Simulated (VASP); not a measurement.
Set up this calculation in VASP 6.6.1, as the native input.

```yaml
Task: single point
Functional: PBE
Potentials_or_basis: VASP PAW PBE potentials, release 64 (Al, C)
Cutoff: 520 eV
k_mesh: 6 × 6 × 1
Occupations: gaussian, width 0.1 eV
Spin: no spin polarisation
Dipole_correction: yes
Further_INCAR_settings: ALGO = Normal; EDIFF = 1e-06; NBANDS = 32
```

The structure of Al12C lies in POSCAR:

```
Al12C
1.0
    5.7135165837      0.0000000000      0.0000000000
   -2.8567582918      4.9480505064      0.0000000000
    0.0000000000      0.0000000000     20.1013782189
Al C
12 1
Direct
    0.3333333333      0.1666666667      0.1989913307
    0.3333333334      0.6666666667      0.1989913307
    0.8333333334      0.1666666667      0.1989913307
    0.8333333333      0.6666666667      0.1989913307
    0.1666666667      0.3333333333      0.3134471524
    0.1666666667      0.8333333333      0.3134471524
    0.6666666667      0.3333333333      0.3134471524
    0.6666666667      0.8333333333      0.3134471524
    0.0000000000      0.0000000000      0.4278999243
    0.0000000000      0.5000000000      0.4278999243
    0.5000000000      0.0000000000      0.4278999243
    0.5000000000      0.5000000000      0.4278999243
    0.0833333334      0.1666666667      0.5097600564
```

One way to write it, as run:

INCAR

```
SYSTEM = Al12C
PREC = Accurate
ENCUT = 520
EDIFF = 1E-6
ISMEAR = 0
SIGMA = 0.1
LREAL = .False.
LASPH = .True.
NELM = 100
ALGO = Normal
ISIF = 2
LWAVE = .False.
LCHARG = .False.
LDIPOL = .True.
IDIPOL = 3
DIPOL = 0.5 0.5 0.329
GGA = PE
NBANDS = 32
```

KPOINTS

```
regular mesh
0
Gamma
  6 6 1
  0 0 0
```

Potentials or basis: VASP PAW PBE potentials, release 64 (Al, C).

The run is started by

```sh
$ cat potpaw_PBE.64/Al/POTCAR potpaw_PBE.64/C/POTCAR > POTCAR
$ mpirun -np 1 vasp_std > vasp.out
```

Results of the run:

```
Largest force          : 2.368 eV/Å
Band gap on the k mesh : zero (bands 20 and 21 overlap by 0.55 eV)
```

It took 4.9 min on 1 thread of Intel(R) Xeon(R) 6975P-C (Granite Rapids), with other jobs on the host, peak memory 0.64 GiB.
